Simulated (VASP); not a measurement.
Na16Li (a cell with a defect), 17 atoms in the cell. The cell holds a defect, 17 atoms: a = 8.460 Å, b = 8.460 Å, c = 8.460 Å, α = 90.00°, β = 90.00°, γ = 90.00°. 

| Property | Result |
| --- | --- |
| Program | VASP 6.6.1 |
| Task | single point |
| Functional | PBE |
| Potentials or basis | VASP PAW PBE potentials, release 64 (Na_pv, Li_sv) |
| Cutoff | 520 eV |
| k mesh | 2 × 2 × 2 |
| Occupations | gaussian, width 0.05 eV |
| Spin | no spin polarisation |
| Dipole correction | no |
| Further INCAR settings | LREAL = Auto; ALGO = Normal; EDIFF = 1e-06; NBANDS = 72 |

Potentials or basis: VASP PAW PBE potentials, release 64 (Na_pv, Li_sv).

Launch:

```bash
$ cat potpaw_PBE.64/Na_pv/POTCAR potpaw_PBE.64/Li_sv/POTCAR > POTCAR
$ mpirun -np 1 vasp_std > vasp.out
```

Hardware: 1 thread of Intel(R) Xeon(R) Platinum 8559C (Emerald Rapids) (shared host).

Task: How long does it take, and how much memory?

Result: It took 5.1 min on 1 thread of Intel(R) Xeon(R) Platinum 8559C (Emerald Rapids) (shared host), peak memory 0.64 GiB. Counts: scf iterations 13, k points 8.
